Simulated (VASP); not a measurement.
Write the native input for VASP 6.6.1 that does the following.

| Property | Result |
| --- | --- |
| Task | single point |
| Functional | PBE |
| Dispersion | D3(BJ) |
| Potentials or basis | VASP PAW PBE potentials, release 64 (B, N) |
| Cutoff | 520 eV |
| k mesh | 8 × 8 × 1 |
| Occupations | gaussian, width 0.1 eV |
| Spin | no spin polarisation |
| Dipole correction | yes |
| Further INCAR settings | ALGO = Normal; EDIFF = 1e-06; NBANDS = 16 |

The structure of BN lies in POSCAR:

```
BN
1.0
    2.5074160646     -0.0042442359      0.0000000000
   -1.2500830836      2.1736800087      0.0000000000
    0.0000000000      0.0000000000     30.8281993600
B N
2 2
Direct
    0.9200603739      1.0820402999      0.2375810709
    0.5799395972      0.4179597110      0.3462998445
    0.5867326871      0.4153775165      0.2375315948
    0.9132673418      0.0846224725      0.3463494982
```

The input as run:

INCAR

```
PREC = Accurate
ENCUT = 520
EDIFF = 1E-6
ISMEAR = 0
SIGMA = 0.1
LREAL = False
LASPH = True
NELM = 100
ALGO = Normal
ISIF = 2
LWAVE = False
LCHARG = False
LDIPOL = True
IDIPOL = 3
DIPOL = 0.5 0.5 0.292
GGA = PE
IVDW = 12
NBANDS = 16
```

KPOINTS

```
regular mesh
0
Gamma
  8 8 1
```

Potentials or basis: VASP PAW PBE potentials, release 64 (B, N).

The run is started by

```sh
$ cat potpaw_PBE.64/B/POTCAR potpaw_PBE.64/N/POTCAR > POTCAR
$ mpirun -np 1 vasp_std > vasp.out
```

Results of the run:

The band gap on the k mesh is 4.55 eV, indirect (least direct gap 4.74 eV). The dispersion energy per atom is -0.105 eV.

It took 63 s on 1 thread of Intel(R) Xeon(R) 6975P-C (Granite Rapids), with other jobs on the host, peak memory 0.34 GiB.
